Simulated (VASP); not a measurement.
# SbSe2 (P4/mmm) in VASP: further runs

SbSe2 is run at these levels: PBE; tasks: relaxation of cell and atoms.

All numbers are computed with VASP 6.6.1; they aren't measurements. Logs are shortened: lines on timing, memory, paths and dates and some standing lists are left out, and cuts for length are marked.

## Step 1: The cell of the first run

The structure is tetragonal, space group P4/mmm (No. 123). The conventional cell has a = 3.860 Å, b = 3.860 Å, c = 5.488 Å, α = 90.00°, β = 90.00°, γ = 90.00°. Within 4.0 Å of Sb (site symmetry 4/mmm) lie 8 Se at 3.07 Å and 4 Sb at 3.86 Å. Se (site symmetry 4mm) has 2 Se at 2.68 to 2.81 Å and 4 Sb at 3.07 Å within 3.5 Å.

The cell was generated, and may not be a known phase.

## Step 2: Relaxation of cell and atoms, PBE

Contents of INCAR:

```
SYSTEM = SbSe2
  PREC = Accurate
  ENCUT = 600
  EDIFF = 1E-7
  ISMEAR = 0
  SIGMA = 0.1
  LREAL = .False.
  LASPH = .True.
  NELM = 80
  ALGO = Normal
  ISIF = 3
  LWAVE = .False.
  LCHARG = .False.
  GGA = PE
  IBRION = 2
  NSW = 100
  EDIFFG = -0.01
```

Contents of KPOINTS:

```
regular mesh
0
Gamma
  12 12 8
  0 0 0
```

Contents of POSCAR:

```
SbSe2
1.0
    3.8601260211      0.0000000000      0.0000000000
    0.0000000000      3.8601260211      0.0000000000
    0.0000000000      0.0000000000      5.4882903063
Sb Se
1 2
Direct
    0.0000000000      0.0000000000      0.0000000000
    0.5000000000      0.5000000000      0.2557301438
    0.5000000000      0.5000000000      0.7442698562
```

Potentials or basis: VASP PAW PBE potentials, release 64 (Sb, Se).

Run with:

```
cat potpaw_PBE.64/Sb/POTCAR potpaw_PBE.64/Se/POTCAR > POTCAR
mpirun -np 1 vasp_std > vasp.out
```

OUTCAR:

```text
SYSTEM = SbSe2
   PREC = Accurate
   ENCUT = 600
   EDIFF = 1E-7
   ISMEAR = 0
   LREAL = .False.
   LASPH = .True.
   NELM = 80
   ISIF = 3
   GGA = PE
   IBRION = 2
   NSW = 100
   EDIFFG = -0.01

 ion  position               nearest neighbor table
   1  0.000  0.000  0.000-   2 3.07   3 3.07   2 3.07   3 3.07   2 3.07   3 3.07   2 3.07   3 3.07

   2  0.500  0.500  0.256-   3 2.68   1 3.07   1 3.07   1 3.07   1 3.07
   3  0.500  0.500  0.744-   2 2.68   1 3.07   1 3.07   1 3.07   1 3.07

  LATTYP: Found a simple tetragonal cell.
 ALAT       =     3.8601260211
 C/A-ratio  =     1.4217904484

  Lattice vectors:

 A1 = (   3.8601260211,   0.0000000000,   0.0000000000)
 A2 = (   0.0000000000,   3.8601260211,   0.0000000000)
 A3 = (   0.0000000000,   0.0000000000,   5.4882903063)

Analysis of symmetry for initial positions (statically):
=====================================================================
 Subroutine PRICEL returns:
 Original cell was already a primitive cell.

 Routine SETGRP: Setting up the symmetry group for a
 simple tetragonal supercell.

 Subroutine GETGRP returns: Found 16 space group operations
 (whereof 16 operations were pure point group operations)
 out of a pool of 16 trial point group operations.

The static configuration has the point symmetry D_4h.

Analysis of symmetry for dynamics (positions and initial velocities):
=====================================================================
 Subroutine PRICEL returns:
 Original cell was already a primitive cell.

 Routine SETGRP: Setting up the symmetry group for a
 simple tetragonal supercell.

 Subroutine GETGRP returns: Found 16 space group operations
 (whereof 16 operations were pure point group operations)
 out of a pool of 16 trial point group operations.

The dynamic configuration has the point symmetry D_4h.

 Subroutine INISYM returns: Found 16 space group operations
 (whereof 16 operations are pure point group operations),
 and found     1 'primitive' translations

----------------------------------------------------------------------------------------

                                     Primitive cell

  volume of cell :      81.7787

  direct lattice vectors                    reciprocal lattice vectors
     3.860126021  0.000000000  0.000000000     0.259058900  0.000000000  0.000000000
     0.000000000  3.860126021  0.000000000     0.000000000  0.259058900  0.000000000
     0.000000000  0.000000000  5.488290306     0.000000000  0.000000000  0.182206105

  length of vectors
     3.860126021  3.860126021  5.488290306     0.259058900  0.259058900  0.182206105

  position of ions in fractional coordinates (direct lattice)
     0.000000000  0.000000000  0.000000000
     0.500000000  0.500000000  0.255730144
     0.500000000  0.500000000  0.744269856

  ion indices of the primitive-cell ions
   primitive index   ion index
                 1           1
                 2           2
                 3           3

----------------------------------------------------------------------------------------

 KPOINTS: regular mesh

Automatic generation of k-mesh.
 Grid dimensions read from file:
 generate k-points for:   12   12    8

 Generating k-lattice:

  Cartesian coordinates                     Fractional coordinates (reciprocal lattice)
     0.021588242  0.000000000  0.000000000     0.083333333  0.000000000  0.000000000
     0.000000000  0.021588242  0.000000000     0.000000000  0.083333333  0.000000000
     0.000000000  0.000000000  0.022775763     0.000000000  0.000000000  0.125000000

  Length of vectors
     0.021588242  0.021588242  0.022775763

  Shift w.r.t. Gamma in fractional coordinates (k-lattice)
     0.000000000  0.000000000  0.000000000

 Subroutine IBZKPT returns following result:
 ===========================================

 Found    140 irreducible k-points:

 Following reciprocal coordinates:
            Coordinates               Weight
  0.000000  0.000000  0.000000      1.000000
  0.083333  0.000000  0.000000      4.000000
  0.166667  0.000000  0.000000      4.000000
  0.250000  0.000000  0.000000      4.000000
  0.333333  0.000000  0.000000      4.000000
  0.416667  0.000000  0.000000      4.000000
[... 16 lines left out ...]
  0.333333  0.333333  0.000000      4.000000
  0.416667  0.333333  0.000000      8.000000
 [... further k-points ...]
   k-points           NKPTS =    140   k-points in BZ     NKDIM =    140   number of bands    NBANDS=     12
   number of dos      NEDOS =    301   number of ions     NIONS =      3
   total plane-waves  NPLWV =  49152
   dimension x,y,z NGX =    32 NGY =   32 NGZ =   48
   dimension x,y,z NGXF=    64 NGYF=   64 NGZF=   96
   ions per type =               1   2
   NGX,Y,Z   is equivalent  to a cutoff of  13.78, 13.78, 14.54 a.u.
   NGXF,Y,Z  is equivalent  to a cutoff of  27.56, 27.56, 29.08 a.u.
 SYSTEM =  SbSe2
   PREC   = accura    normal or accurate (medium, high low for compatibility)
   ISTART =      0    job   : 0-new  1-cont  2-samecut
   ICHARG =      2    charge: 1-file 2-atom 10-const
   ISPIN  =      1    spin polarized calculation?
   LNONCOLLINEAR =      F non collinear calculations
   LSORBIT =      F    spin-orbit coupling
   LASPH  =      T    aspherical Exc in radial PAW
   ENCUT  =  600.0 eV  44.10 Ry    6.64 a.u.   7.71  7.71 10.96*2*pi/ulx,y,z
   NELM   =     80;   NELMIN=  2; NELMDL= -5     # of ELM steps
   EDIFF  = 0.1E-06   stopping-criterion for ELM
   LREAL  =      F    real-space projection
   EDIFFG = -.1E-01   stopping-criterion for IOM
   NSW    =    100    number of steps for IOM
   IBRION =      2    ionic relax: 0-MD 1-quasi-New 2-CG
   NFREE  =      1    steps in history (QN), initial steepest desc. (CG)
   ISIF   =      3    stress and relaxation
   ISYM   =      2    0-nonsym 1-usesym 2-fastsym
   POTIM  = 0.5000    time-step for ionic-motion
   TEBEG  =    0.0;   TEEND  =   0.0 temperature during run
   PSTRESS=    0.0 pullay stress
   NELECT =      17.0000    total number of electrons
   NUPDOWN=      -1.0000    fix difference up-down
   EMIN   =  10.00;   EMAX   =-10.00  energy-range for DOS
   EFERMI =   0.00;   METHOD = LEGACY
   ISMEAR =     0;   SIGMA  =   0.10  broadening in eV -4-tet -1-fermi 0-gaus
   EFERMI_NEDOS =   21; number of points for ismear=-14 and -15
   IALGO  =     38    algorithm
   IMIX   =      4    mixing-type and parameters
     AMIX     =   0.40;   BMIX     =  1.00
     AMIX_MAG =   1.60;   BMIX_MAG =  1.00
  volume/ion in A,a.u.               =      27.26       183.96
  Fermi-wavevector in a.u.,A,eV,Ry     =   0.969790  1.832638 12.796185  0.940493
  Thomas-Fermi vector in A             =   2.099872
   LORBIT       =      0    0 simple, 1 ext, 2 COOP (PROOUT), +10 PAW based schemes
   GGA     = PE    functional components
   LHFCALC =     F    Hartree Fock is set to
   AEXX    =    0.0000 exact exchange contribution
   IVDW    =     0    specifies the selected vdW correction
   LEPSILON=     F    determine dielectric tensor
   LRPA    =     F    only Hartree local field effects (RPA)
 conjugate gradient relaxation of ions
 non-spin polarized calculation
 Gauss-broadening in eV      SIGMA  =   0.10
  energy-cutoff  :      600.00
  volume of cell :       81.78
 maximum number of plane-waves:      2760
 NGX is ok and might be reduce to    32
   NGX = 15   NGY = 15   NGZ = 21

--------------------------------------- Ionic step        1  -------------------------------------------

 number of electron      17.0000000 magnetization

 Free energy of the ion-electron system (eV)
  ---------------------------------------------------
  ext. energy  EPLUGINS =         0.00000000
  ---------------------------------------------------
  free energy    TOTEN  =       -10.91154669 eV

  energy without entropy =      -10.90784253  energy(sigma->0) =      -10.90969461

------------------------ aborting loop because EDIFF is reached ----------------------------------------

  FORCE on cell =-STRESS in cart. coord.  units (eV):
  Direction    XX          YY          ZZ          XY          YZ          ZX
  --------------------------------------------------------------------------------------
  -------------------------------------------------------------------------------------
  Total       -0.7406074     -0.7406074      2.1226852      0.0000000      0.0000000      0.0000000
  in kB      -14.5097047    -14.5097047     41.5868597      0.0000000      0.0000000      0.0000000
  external PRESSURE =       4.1891501 kB  Pullay stress =       0.0000000 kB
[... 133 lines left out ...]
  energy  without entropy=      -10.9523645088  energy(sigma->0) =      -10.95452212

--------------------------------------- Ionic step        5  -------------------------------------------

 number of electron      16.9999999 magnetization

 Free energy of the ion-electron system (eV)
  ---------------------------------------------------
  ext. energy  EPLUGINS =         0.00000000
  ---------------------------------------------------
  free energy    TOTEN  =       -10.95683979 eV

  energy without entropy =      -10.95250682  energy(sigma->0) =      -10.95467330

 E-fermi :   4.9092     XC(G=0):  -9.2360

 val. band max:        4.9084622659   @ k =   0.5000   0.3333   0.2500
 cond. band min:       4.9127581852   @ k =   0.3333   0.0833   0.2500
 fundamental gap:      0.0042959193
 Fermi energy:         4.9092148741

 k-point     1 :       0.0000    0.0000    0.0000
  band No.  band energies     occupation
      1     -10.0460      2.00000
      2      -7.3035      2.00000
      3      -4.2228      2.00000
      4       0.5665      2.00000
      5       1.5118      2.00000
      6       1.5118      2.00000
      7       4.3528      2.00000
      8       4.3528      2.00000
      9       4.5209      2.00000
     10       7.6351      0.00000
     11       7.7223      0.00000
     12       7.7223      0.00000
[... 331 lines left out ...]
 k-point    24 :       0.4167    0.3333    0.0000
  band No.  band energies     occupation
      1      -8.8886      2.00000
      2      -6.6466      2.00000
      3      -4.5050      2.00000
      4      -0.9155      2.00000
      5      -0.3710      2.00000
      6       0.4650      2.00000
      7       1.7697      2.00000
      8       2.8512      2.00000
      9       5.4801      0.00000
     10       5.7517      0.00000
     11       6.2390      0.00000
     12       7.7399      0.00000

 [... further k-points ...]
[... 5 lines left out ...]
  --------------------------------------------------------------------------------------
  -------------------------------------------------------------------------------------
  Total        0.0014391      0.0014391     -0.0037876      0.0000000      0.0000000     -0.0000000
  in kB        0.0281432      0.0281432     -0.0740696      0.0000000      0.0000000     -0.0000000
  external PRESSURE =      -0.0059277 kB  Pullay stress =       0.0000000 kB
[... 18 lines left out ...]
  FREE ENERGIE OF THE ION-ELECTRON SYSTEM (eV)
  ---------------------------------------------------
  free  energy   TOTEN  =       -10.9568397915 eV

  energy  without entropy=      -10.9525068180  energy(sigma->0) =      -10.95467330

 reached required accuracy - stopping structural energy minimisation
```

Run time: 2.6 min. Hardware: 1 thread of Intel Xeon 6975P-C (Granite Rapids), shared host; peak memory 0.36 GiB.

Results:

```yaml
Free_energy: -10.9568 eV
Relaxed_volume: 27.31 Å³/atom
Relaxed_cell: a = 3.801 Å, b = 3.801 Å, c = 5.671 Å, α = 90.00°, β = 90.00°, γ = 90.00°
Space_group_after_relaxing_to_0.1_Å: P4/mmm (No. 123)
Energy_gained_by_relaxing: 15.1 meV/atom
Ionic_steps: 5
Pressure_after_relaxing: 0.0 GPa
Band_gap_on_the_k_mesh: zero (an odd number of electrons rules out a gap without spin polarisation)
```

Forces in eV/Å, atoms in the order of the input:
```
Sb   0.000  0.000  0.000
Se   0.000  0.000  0.002
Se   0.000  0.000 -0.002
```

Step by step:
```csv
step,energy change (eV),largest force (eV/Å),pressure (GPa),volume (Å³)
1,0.0000,0.1250,0.42,81.78
2,-0.0443,0.0222,-0.45,82.57
3,-0.0443,0.0237,-0.45,82.58
4,-0.0451,0.0128,0.19,81.67
5,-0.0453,0.0021,0.00,81.93
```

Final structure:
```
CELL_PARAMETERS angstrom
3.80094 0.00000 0.00000
0.00000 3.80094 0.00000
0.00000 0.00000 5.67093
ATOMIC_POSITIONS crystal
Sb 0.00000 0.00000 0.00000
Se 0.50000 0.50000 0.25672
Se 0.50000 0.50000 0.74328
```

Levels at points of the mesh, in eV from the Fermi level:
| k point | band 5 | band 6 | band 7 | band 8 | band 9 | band 10 | band 11 | band 12 |
| --- | --- | --- | --- | --- | --- | --- | --- | --- |
| (0.00, 0.00, 0.00) | -3.40 | -3.40 | -0.56 | -0.56 | -0.39 | 2.73 | 2.81 | 2.81 |
| (0.50, 0.00, 0.00) | -4.23 | -2.09 | -2.04 | -0.24 | 0.10 | 0.51 | 2.68 | 3.30 |
| (0.50, 0.50, 0.00) | -6.07 | -5.12 | -2.42 | -2.42 | -0.85 | 1.02 | 1.02 | 2.90 |
| (0.00, 0.00, 0.50) | -3.02 | -2.99 | -1.56 | -1.50 | -1.50 | -0.19 | 3.63 | 3.70 |
| (0.50, 0.00, 0.50) | -3.17 | -2.19 | -1.41 | -1.15 | -0.74 | 0.55 | 0.90 | 2.43 |
| (0.50, 0.50, 0.50) | -5.76 | -3.50 | -3.50 | -1.88 | -1.64 | -1.25 | 2.88 | 2.88 |

Caveat: spin-orbit coupling is left out, which moves the levels of the heavy elements; an odd number of electrons without spin polarisation forces a metal; a magnetic or distorted state may lie lower.

## Step 3: Relaxation of cell and atoms, PBE

Contents of INCAR:

```
PREC = Accurate
ENCUT = 600
EDIFF = 1E-6
ISMEAR = 0
SIGMA = 0.1
LREAL = False
LASPH = True
NELM = 60
ALGO = Normal
ISIF = 3
LWAVE = False
LCHARG = False
GGA = PE
IBRION = 2
NSW = 100
EDIFFG = -0.01
```

Contents of KPOINTS:

```
Automatic mesh
0
Gamma
  12 12 8
```

POSCAR is that of step 2.

Potentials or basis: VASP PAW PBE potentials, release 64 (Sb, Se).

Run with:

```
cat potpaw_PBE.64/Sb/POTCAR potpaw_PBE.64/Se/POTCAR > POTCAR
mpirun -np 1 vasp_std > vasp.out
```

Run time: 2.4 min. Hardware: 1 thread of Intel Xeon 6975P-C (Granite Rapids), shared host; peak memory 0.36 GiB.

Results (log left out):

* Free energy: -10.9568 eV
* Relaxed volume: 27.31 Å³/atom
* Relaxed cell: a = 3.801 Å, b = 3.801 Å, c = 5.671 Å, α = 90.00°, β = 90.00°, γ = 90.00°
* Space group after relaxing (to 0.1 Å): P4/mmm (No. 123)
* Energy gained by relaxing: 15.1 meV/atom
* Ionic steps: 5
* Pressure after relaxing: 0.0 GPa
* Band gap on the k mesh: zero (an odd number of electrons rules out a gap without spin polarisation)

Forces in eV/Å, atoms in the order of the input:
```
Sb   0.000  0.000  0.000
Se   0.000  0.000  0.002
Se   0.000  0.000 -0.002
```

The path:
| step | energy change (eV) | largest force (eV/Å) | pressure (GPa) | volume (Å³) |
| --- | --- | --- | --- | --- |
| 1 | 0.0000 | 0.1252 | 0.42 | 81.78 |
| 2 | -0.0443 | 0.0224 | -0.45 | 82.57 |
| 3 | -0.0443 | 0.0238 | -0.46 | 82.58 |
| 4 | -0.0451 | 0.0128 | 0.18 | 81.67 |
| 5 | -0.0453 | 0.0021 | 0.00 | 81.93 |

Final structure:
```xyz
3
Lattice="3.8009 0.0000 0.0000 0.0000 3.8009 0.0000 0.0000 0.0000 5.6710" Properties=species:S:1:pos:R:3 pbc="T T T"
Sb    0.0000    0.0000    0.0000
Se    1.9004    1.9004    1.4559
Se    1.9004    1.9004    4.2151
```

Levels at points of the mesh, in eV from the Fermi level:
```csv
k point,band 6,band 7,band 8,band 9,band 10,band 11,band 12
"(0.00, 0.00, 0.00)",-3.40,-0.56,-0.56,-0.39,2.73,2.81,2.81
"(0.50, 0.00, 0.00)",-2.09,-2.04,-0.24,0.10,0.51,2.68,3.30
"(0.50, 0.50, 0.00)",-5.12,-2.42,-2.42,-0.85,1.02,1.02,2.90
"(0.00, 0.00, 0.50)",-2.99,-1.56,-1.50,-1.50,-0.19,3.63,3.70
"(0.50, 0.00, 0.50)",-2.19,-1.41,-1.15,-0.74,0.55,0.90,2.43
"(0.50, 0.50, 0.50)",-3.50,-3.50,-1.88,-1.64,-1.25,2.88,2.88
```

Caveat: spin-orbit coupling is left out, which moves the levels of the heavy elements; an odd number of electrons without spin polarisation forces a metal; a magnetic or distorted state may lie lower.
